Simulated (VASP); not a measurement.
The system is MgTe5.

```
Mg Te
1.0
     6.78251    0.00000    0.00000
    -3.39125    5.87382    0.00000
     0.00000    0.00000    4.77254
Mg Te
1 5
Direct
  0.66667 0.33333 0.50000
  0.88049 0.11951 0.50000
  0.88049 0.76098 0.50000
  0.23902 0.11951 0.50000
  0.66667 0.33333 0.00000
  0.33333 0.66667 0.00000
```

The cell was generated, and may not be a known phase.

```yaml
Program: VASP 6.6.1
Task: relaxation of cell and atoms
Functional: PBE
Potentials_or_basis: VASP PAW PBE potentials, release 64 (Mg, Te)
Cutoff: 600 eV
k_mesh: 3 × 3 × 4
Occupations: gaussian, width 0.1 eV
Spin: no spin polarisation
```

At the start: pressure 21.0 GPa; volume 31.69 Å³/atom.

Q: Where does the relaxation end?

A: Over 14 steps the energy falls by 747.7 meV/atom and the volume is 47.90 Å³/atom (+51.2 %); space group P-6m2 (No. 187, to 0.1 Å) before and after.

The path:
| step | energy change (eV) | largest force (eV/Å) | pressure (GPa) | volume (Å³) |
| --- | --- | --- | --- | --- |
| 1 | 0.0000 | 7.3062 | 21.02 | 190.13 |
| 2 | -2.8855 | 0.7806 | -1.05 | 327.76 |
| 3 | -3.7008 | 1.7311 | 2.53 | 247.73 |
| 4 | -4.2210 | 1.1250 | 0.00 | 273.61 |
| 5 | -4.3113 | 0.8270 | -1.18 | 295.93 |
| 6 | -4.4493 | 0.1914 | -0.30 | 287.13 |
| 7 | -4.4517 | 0.0629 | -0.14 | 285.94 |
| 8 | -4.4670 | 0.0569 | -0.01 | 283.73 |
| 9 | -4.4775 | 0.0507 | 0.22 | 280.14 |
| 10 | -4.4817 | 0.1220 | 0.02 | 283.25 |
| 11 | -4.4821 | 0.1511 | -0.06 | 284.54 |
| 12 | -4.4852 | 0.0822 | -0.04 | 285.87 |
| 13 | -4.4861 | 0.0548 | 0.00 | 288.24 |
| 14 | -4.4864 | 0.0054 | -0.02 | 287.42 |

Final structure:
```
Mg Te
1.0
     7.88788    0.00000    0.00000
    -3.94394    6.83111    0.00000
     0.00000    0.00000    5.33407
Mg Te
1 5
Direct
  0.66667 0.33333 0.50000
  0.88033 0.11967 0.50000
  0.88033 0.76065 0.50000
  0.23935 0.11967 0.50000
  0.66667 0.33333 0.00000
  0.33333 0.66667 0.00000
```

Caveat: the volume moved by over 15 % at a fixed basis, so the end points are rough.
